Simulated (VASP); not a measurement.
# Au (Pm-3m) in VASP: single point with PBEsol

Aim: the single point of Au with PBEsol.

Everything below comes from runs of VASP 6.6.1. Logs are shortened: lines on timing, memory, paths and dates and some standing lists are left out, and cuts for length are marked.

### Step 1. The cell of the first run

The structure is cubic, space group Pm-3m (No. 221). The conventional cell has a = 2.577 Å, b = 2.577 Å, c = 2.577 Å, α = 90.00°, β = 90.00°, γ = 90.00°. Au (site symmetry m-3m) has 6 Au at 2.58 Å within 3.4 Å.

### Step 2. Single point, PBEsol

The input, INCAR:

```
SYSTEM = Au
PREC = Accurate
ENCUT = 520
EDIFF = 1E-6
ISMEAR = 0
SIGMA = 0.15
LREAL = .FALSE.
LASPH = .TRUE.
NELM = 100
ALGO = Normal
ISIF = 2
LWAVE = .FALSE.
LCHARG = .FALSE.
GGA = PS
NBANDS = 12
```

The input, KPOINTS:

```
regular mesh
0
G
  22 22 22
  0 0 0
```

The input, POSCAR:

```
Au
1.0
   -0.8590561692      1.7181123384      1.7181123384
    1.7181123384     -0.8590561692      1.7181123384
    1.7181123384      1.7181123384     -0.8590561692
Au
1
Direct
    0.0000000000      0.0000000000      0.0000000000
```

Potentials or basis: VASP PAW PBE potentials, release 64 (Au).

On the command line:

```bash
$ cat potpaw_PBE.64/Au/POTCAR > POTCAR
$ mpirun -np 1 vasp_std > vasp.out
```

OUTCAR:

```text
SYSTEM = Au
   PREC = Accurate
   ENCUT = 520
   EDIFF = 1E-6
   ISMEAR = 0
   LREAL = .FALSE.
   LASPH = .TRUE.
   NELM = 100
   ISIF = 2
   GGA = PS

 ion  position               nearest neighbor table
   1  0.000  0.000  0.000-

  LATTYP: Found a simple cubic cell.
 ALAT       =     2.5771685076

  Lattice vectors:

 A1 = (  -0.8590561692,   1.7181123384,   1.7181123384)
 A2 = (   1.7181123384,  -0.8590561692,   1.7181123384)
 A3 = (   1.7181123384,   1.7181123384,  -0.8590561692)

Analysis of symmetry for initial positions (statically):
=====================================================================
 Subroutine PRICEL returns:
 Original cell was already a primitive cell.

 Routine SETGRP: Setting up the symmetry group for a
 simple cubic supercell.

 Subroutine GETGRP returns: Found 48 space group operations
 (whereof 48 operations were pure point group operations)
 out of a pool of 48 trial point group operations.

The static configuration has the point symmetry O_h .

Analysis of symmetry for dynamics (positions and initial velocities):
=====================================================================
 Subroutine PRICEL returns:
 Original cell was already a primitive cell.

 Routine SETGRP: Setting up the symmetry group for a
 simple cubic supercell.

 Subroutine GETGRP returns: Found 48 space group operations
 (whereof 48 operations were pure point group operations)
 out of a pool of 48 trial point group operations.

The dynamic configuration has the point symmetry O_h .

 Subroutine INISYM returns: Found 48 space group operations
 (whereof 48 operations are pure point group operations),
 and found     1 'primitive' translations

----------------------------------------------------------------------------------------

                                     Primitive cell

  volume of cell :      17.1170

  direct lattice vectors                    reciprocal lattice vectors
    -0.859056169  1.718112338  1.718112338    -0.129340915  0.258681830  0.258681830
     1.718112338 -0.859056169  1.718112338     0.258681830 -0.129340915  0.258681830
     1.718112338  1.718112338 -0.859056169     0.258681830  0.258681830 -0.129340915

  length of vectors
     2.577168508  2.577168508  2.577168508     0.388022746  0.388022746  0.388022746

  position of ions in fractional coordinates (direct lattice)
     0.000000000  0.000000000  0.000000000

  ion indices of the primitive-cell ions
   primitive index   ion index
                 1           1

[... 81 lines left out ...]
   PSTRESS=    0.0 pullay stress
   NELECT =      11.0000    total number of electrons
   NUPDOWN=      -1.0000    fix difference up-down
   EMIN   =  10.00;   EMAX   =-10.00  energy-range for DOS
   EFERMI =   0.00;   METHOD = LEGACY
   ISMEAR =     0;   SIGMA  =   0.15  broadening in eV -4-tet -1-fermi 0-gaus
   EFERMI_NEDOS =   21; number of points for ismear=-14 and -15
   IALGO  =     38    algorithm
   IMIX   =      4    mixing-type and parameters
     AMIX     =   0.40;   BMIX     =  1.00
     AMIX_MAG =   1.60;   BMIX_MAG =  1.00
  volume/ion in A,a.u.               =      17.12       115.51
  Fermi-wavevector in a.u.,A,eV,Ry     =   1.412742  2.669696 27.155058  1.995840
  Thomas-Fermi vector in A             =   2.534459
   LORBIT       =      0    0 simple, 1 ext, 2 COOP (PROOUT), +10 PAW based schemes
   GGA     = PS    functional components
   LHFCALC =     F    Hartree Fock is set to
   AEXX    =    0.0000 exact exchange contribution
   IVDW    =     0    specifies the selected vdW correction
   LEPSILON=     F    determine dielectric tensor
   LRPA    =     F    only Hartree local field effects (RPA)
 non-spin polarized calculation
 Gauss-broadening in eV      SIGMA  =   0.15
  energy-cutoff  :      520.00
  volume of cell :       17.12
 maximum number of plane-waves:       480
 NGX is ok and might be reduce to    20
   NGX =  9   NGY =  9   NGZ =  9

 number of electron      10.9999996 magnetization

 Free energy of the ion-electron system (eV)
  ---------------------------------------------------
  ext. energy  EPLUGINS =         0.00000000
  ---------------------------------------------------
  free energy    TOTEN  =        -3.48747590 eV

  energy without entropy =       -3.48177592  energy(sigma->0) =       -3.48462591

 E-fermi :   8.8986     XC(G=0): -12.7335

 val. band max:        8.8962140843   @ k =   0.3636   0.3636   0.0909
 cond. band min:       8.8999923450   @ k =   0.5000   0.4545   0.4545
 fundamental gap:      0.0037782607
 Fermi energy:         8.8986434866

 k-point     1 :       0.0000    0.0000    0.0000
  band No.  band energies     occupation
      1      -0.6574      2.00000
      2       1.7664      2.00000
      3       1.7664      2.00000
      4       7.5091      2.00000
      5       7.5091      2.00000
      6       7.5091      2.00000
      7      23.7674      0.00000
      8      23.7674      0.00000
      9      23.7674      0.00000
     10      29.5385      0.00000
     11      32.2429      0.00000
     12      32.2429      0.00000
[... 331 lines left out ...]
 k-point    24 :       0.0909    0.0909    0.0000
  band No.  band energies     occupation
      1      -0.1839      2.00000
      2       1.9365      2.00000
      3       2.0944      2.00000
      4       7.1172      2.00000
      5       7.3050      2.00000
      6       7.3632      2.00000
      7      22.2595      0.00000
      8      22.8338      0.00000
      9      24.5895      0.00000
     10      30.5545      0.00000
     11      32.2585      0.00000
     12      32.8204      0.00000

 [... further k-points ...]

------------------------ aborting loop because EDIFF is reached ----------------------------------------

  FORCE on cell =-STRESS in cart. coord.  units (eV):
  Direction    XX          YY          ZZ          XY          YZ          ZX
  --------------------------------------------------------------------------------------
  -------------------------------------------------------------------------------------
  Total        2.6742918      2.6742918      2.6742918      0.0000000      0.0000000      0.0000000
  in kB      250.3173360    250.3173360    250.3173360      0.0000000      0.0000000      0.0000000
  external PRESSURE =     250.3173360 kB  Pullay stress =       0.0000000 kB

 VOLUME and BASIS-vectors are now :
 -----------------------------------------------------------------------------
  energy-cutoff  :      520.00
  volume of cell :       17.12
      direct lattice vectors                 reciprocal lattice vectors
    -0.859056169  1.718112338  1.718112338    -0.129340915  0.258681830  0.258681830
     1.718112338 -0.859056169  1.718112338     0.258681830 -0.129340915  0.258681830
     1.718112338  1.718112338 -0.859056169     0.258681830  0.258681830 -0.129340915

 POSITION                                       TOTAL-FORCE (eV/Angst)
 -----------------------------------------------------------------------------------
      0.00000      0.00000      0.00000         0.000000     -0.000000      0.000000
 -----------------------------------------------------------------------------------
    total drift:                               -0.000000     -0.000000     -0.000000

  FREE ENERGIE OF THE ION-ELECTRON SYSTEM (eV)
  ---------------------------------------------------
  free  energy   TOTEN  =        -3.4874759029 eV

  energy  without entropy=       -3.4817759212  energy(sigma->0) =       -3.48462591
```

It took 65 s on 1 thread of AMD EPYC, shared host; peak memory 0.15 GiB.

Results:

| Quantity | Value |
| --- | --- |
| Free energy | -3.4875 eV |
| Pressure | 25.0 GPa |

Caveat: the PAW data sets were made with another functional, which shifts forces and pressure a little; spin-orbit coupling is left out, which moves the levels of the heavy elements.
